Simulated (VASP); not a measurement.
FeNi2: single point with PBE

Crystal: FeNi2.

```xyz
6
Lattice="4.8003 0.0000 0.0000 0.0000 4.8003 0.0000 0.0000 0.0000 3.9618" Properties=species:S:1:pos:R:3 pbc="T T T"
Fe    0.0000    0.0000    0.0000
Fe    2.4001    2.4001    1.9809
Ni    1.5531    1.5531    0.0000
Ni    0.8470    3.9532    1.9809
Ni    3.2471    3.2471    0.0000
Ni    3.9532    0.8470    1.9809
```

```yaml
Program: VASP 6.6.1
Task: single point
Functional: PBE
Potentials_or_basis: VASP PAW PBE potentials, release 64 (Fe, Ni)
Cutoff: 520 eV
k_mesh: 4 × 4 × 6
Occupations: gaussian, width 0.1 eV
Spin: collinear spin, ferromagnetic start
Starting_moments: "[1.87, 1.87, 0.64, 0.64, 0.64, 0.64] μB"
Dipole_correction: no
Further_INCAR_settings: ALGO = Normal; EDIFF = 1e-06; NBANDS = 41
```

```
Pressure                                              : 0.0 GPa
Largest force                                         : 0.022 eV/Å
Net moment                                            : 8.58 μB per cell
Site moments                                          : Fe +2.78; Ni +0.76 μB
Valence electrons inside the program's atomic spheres : Fe 7.21; Ni 9.17
```

Forces on the atoms (eV/Å):
```
Fe   0.000  0.000  0.000
Fe   0.000  0.000  0.000
Ni   0.015  0.015  0.000
Ni  -0.015  0.015  0.000
Ni  -0.015 -0.015  0.000
Ni   0.015 -0.015  0.000
```

Stress tensor (GPa, compression positive):
```
-0.07  0.00  0.00
 0.00 -0.07  0.00
 0.00  0.00  0.16
```

Levels at points of the mesh, in eV from the Fermi level:
Spin up:
```csv
k point,band 30,band 31,band 32,band 33,band 34,band 35
"(0.00, 0.00, 0.00)",-0.65,-0.65,0.22,1.13,1.13,2.03
"(0.50, 0.00, 0.00)",-0.98,-0.69,-0.69,2.03,2.03,4.02
"(0.50, 0.50, 0.00)",-0.89,-0.72,-0.72,-0.71,-0.71,5.44
"(0.00, 0.00, 0.50)",-0.89,-0.69,-0.69,2.28,2.28,3.08
"(0.50, 0.00, 0.50)",-0.72,-0.16,-0.16,0.02,0.02,3.74
"(0.50, 0.50, 0.50)",-0.89,-0.76,-0.76,0.48,0.48,0.74
```
Spin down:
```tsv
k point	band 20	band 21	band 22	band 23	band 24	band 25	band 26	band 27	band 28	band 29
(0.00, 0.00, 0.00)	-0.60	-0.60	-0.37	-0.04	0.03	0.03	0.37	0.42	1.10	1.29
(0.50, 0.00, 0.00)	-0.66	-0.56	-0.56	-0.13	-0.13	0.19	0.19	0.58	0.58	0.82
(0.50, 0.50, 0.00)	-1.10	-0.72	-0.72	-0.49	-0.49	0.15	0.15	0.33	0.33	0.96
(0.00, 0.00, 0.50)	-0.51	-0.38	-0.38	0.07	0.07	0.61	0.61	0.94	0.94	1.07
(0.50, 0.00, 0.50)	-0.76	-0.41	-0.41	-0.03	-0.03	-0.02	-0.02	0.63	0.63	1.08
(0.50, 0.50, 0.50)	-0.73	-0.36	-0.36	-0.09	-0.09	0.24	0.24	0.43	0.43	0.76
```

It took 4.4 min on 1 thread of Intel(R) Xeon(R) Platinum 8259CL CPU @ 2.50GHz (Skylake/Cascade Lake), with other jobs on the host, peak memory 0.3 GiB.
